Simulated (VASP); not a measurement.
A run of VASP 6.6.1 is set up as follows.

The input INCAR:

```
ALGO = Normal
EDIFF = 1E-6
ENCUT = 910
GGA = PE
GGA_COMPAT = False
ISIF = 2
ISMEAR = -1
LASPH = True
LCHARG = True
LELF = True
LREAL = False
LVHAR = True
LWAVE = False
NBANDS = 42
NELM = 120
PREC = Accurate
SIGMA = 0.02
```

Contents of KPOINTS:

```
k-points
0
Gamma
  1 1 1
```

The input POSCAR:

```
N
1.0
    6.7911070000      0.0000000000      0.0000000000
    0.0000000000      6.7911070000      0.0000000000
    0.0000000000      0.0000000000      6.7911070000
N
12
Direct
    0.4736903012      0.9848108447      0.6613521535
    0.6086775645      0.9073384419      0.6149569285
    0.2878241655      0.2500190247      0.3011319713
    0.1389119178      0.3098670764      0.2770445172
    0.6132327759      0.4012294741      0.8737087307
    0.7544256969      0.3618799664      0.8038355708
    0.4493758482      0.8013687948      0.1077863061
    0.4760531042      0.6927256205      0.2253067383
    0.0903098758      0.7817343713      0.4794806772
    0.0397032934      0.6743350331      0.5902202840
    0.9065357219      0.9177455950      1.0733820038
    1.0044385347      0.9611226571      0.9512630185
```

Potentials or basis: VASP PAW PBE potentials, release 64 (N_h).

The run is started by

```bash
$ cat potpaw_PBE.64/N_h/POTCAR > POTCAR
$ mpirun -np 1 vasp_gam > vasp.out
```

(1) What does it give for the largest force?

(2) What does it give for the pressure?

Results:

(1) 0.092 eV/Å.

(2) 0.3 GPa.

Caveat: the k points lie up to 0.93 Å⁻¹ apart; the cutoff is under 1.25 times the usual one of these potentials, so pressure, stress and relaxed cells hold a basis-set (Pulay) error.
